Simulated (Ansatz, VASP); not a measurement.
# Two plane-wave programs on Te

The input INCAR:

```
SYSTEM = Te
PREC = Accurate
ENCUT = 520
EDIFF = 1E-6
ISMEAR = 0
SIGMA = 0.15
LREAL = .FALSE.
LASPH = .TRUE.
NELM = 60
ALGO = Normal
ISIF = 2
LWAVE = .FALSE.
LCHARG = .FALSE.
GGA = PE
NBANDS = 9
```

Contents of KPOINTS:

```
regular mesh
0
G
  15 15 15
  0 0 0
```

File POSCAR:

```
Te
1.0
    2.3364977878      1.3489776267      1.7294756625
   -2.3364977878      1.3489776267      1.7294756625
    0.0000000000     -2.6979552534      1.7294756625
Te
1
Direct
    0.5000000000      0.5000000000      0.5000000000
```

Input for Ansatz:

```yaml
crystal:
  lattice:
    - [2.3364977878, 1.3489776267, 1.7294756625]
    - [-2.3364977878, 1.3489776267, 1.7294756625]
    - [0.0, -2.6979552534, 1.7294756625]
  atoms:
    - { symbol: Te, position: [0.5, 0.5, 0.5] }
basis:
  ecutwfc: 420
kpoints:
  mp_grid: { grid: [15, 15, 15] }
hamiltonian:
  xc: pbe
scf:
  occupations: { method: gaussian, width: 0.15 }
output:
  forces: true
  stress: true
  eigenvalues: true
```

Alike in both runs: task single point; functional PBE; k mesh 15 × 15 × 15; occupations gaussian, width 0.15 eV; no spin polarisation.

```csv
,VASP,Ansatz
version,VASP 6.6.1,Ansatz 0.2.0
potentials or method,"VASP PAW PBE potentials, release 64 (Te), cutoff 520 eV","scalar-relativistic, plane waves, PAW"
valence electrons in the cell,6,16
```

|  | VASP | Ansatz | Ansatz less VASP |
| --- | --- | --- | --- |
| gap on the k mesh at the Fermi level (eV) | none | none | - |
| pressure (GPa) | -0.3 | -0.3 | +0.05 |
| traceless stress, the component that is largest in VASP (GPa) | 0.43 | 0.43 | +0.002 |

A gap of «none» marks a metal or a gap that the smearing closes. With one functional, cell and mesh, what is left measures potentials, basis and numerics. VASP's potentials hold 6 valence electrons a cell and Ansatz's 16, so a difference there can come from the potentials and not from the codes.

Spin-orbit coupling is off throughout.
